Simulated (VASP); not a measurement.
Crystal: Rh.

```
Rh
1.0
     0.00000    1.89785    1.89785
     1.89785    0.00000    1.89785
     1.89785    1.89785    0.00000
Rh
1
Cartesian
  0.0000 0.0000 0.0000
```

Base run:

- Program: VASP 6.6.1
- Functional: r2SCAN
- Potentials or basis: VASP PAW PBE potentials, release 64 (Rh_sv_GW)
- Cutoff: 680 eV
- k mesh: 12 × 12 × 12
- Occupations: fermi-dirac, width 0.05 eV
- Spin: no spin polarisation

Its results: band gap on the k mesh zero (an odd number of electrons rules out a gap without spin polarisation); pressure 0.9 GPa.

Problem. The run is repeated on the same cell with these changes: functional from r2SCAN to r2SCAN0; cutoff from 680 eV to 510 eV; k mesh from 12 × 12 × 12 to 6 × 6 × 6. What comes out?

Solution. Band gap on the k mesh zero (an odd number of electrons rules out a gap without spin polarisation); pressure -10.3 GPa.

Several settings changed at once.

Caveats: some runs use coarse meshes; the PAW data sets were made with another functional, which shifts forces and pressure a little.
